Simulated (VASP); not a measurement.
A run of VASP 6.6.1:

Contents of INCAR:

```
ALGO = Fast ; EDIFF = 1E-6
EDIFFG = -0.01 ; ENCUT = 600
GGA = PE ; IBRION = 2
ISIF = 3 ; ISMEAR = 0
LASPH = True ; LCHARG = False
LREAL = False ; LWAVE = False
NELM = 60 ; NSW = 100
PREC = Accurate ; SIGMA = 0.1
```

The input KPOINTS:

```
k-points
0
Gamma
  10 10 10
```

POSCAR

```
Pd2Ru
1.0
    0.0000000000      3.5986120361      3.5986120361
    3.5986120361      0.0000000000      3.5986120361
    3.5986120361      3.5986120361      0.0000000000
Ru Pd
2 4
Direct
    0.5000000000      0.5000000000      0.5000000000
    0.7500000000      0.7500000000      0.7500000000
    0.1250000000      0.1250000000      0.1250000000
    0.6250000000      0.1250000000      0.1250000000
    0.1250000000      0.1250000000      0.6250000000
    0.1250000000      0.6250000000      0.1250000000
```

Potentials or basis: VASP PAW PBE potentials, release 64 (Ru_pv, Pd).

Command:

```sh
$ cat potpaw_PBE.64/Ru_pv/POTCAR potpaw_PBE.64/Pd/POTCAR > POTCAR
$ mpirun -np 1 vasp_std > vasp.out
```

Hardware: 1 thread of Intel(R) Xeon(R) 6975P-C (Granite Rapids), with other jobs on the host.

Task: How long does it take, and how much memory?

Result: Run time: 5 min on 1 thread of Intel(R) Xeon(R) 6975P-C (Granite Rapids), on a shared host, peak memory 0.39 GiB. Counts: scf iterations 31, k points 47, ion steps 3.
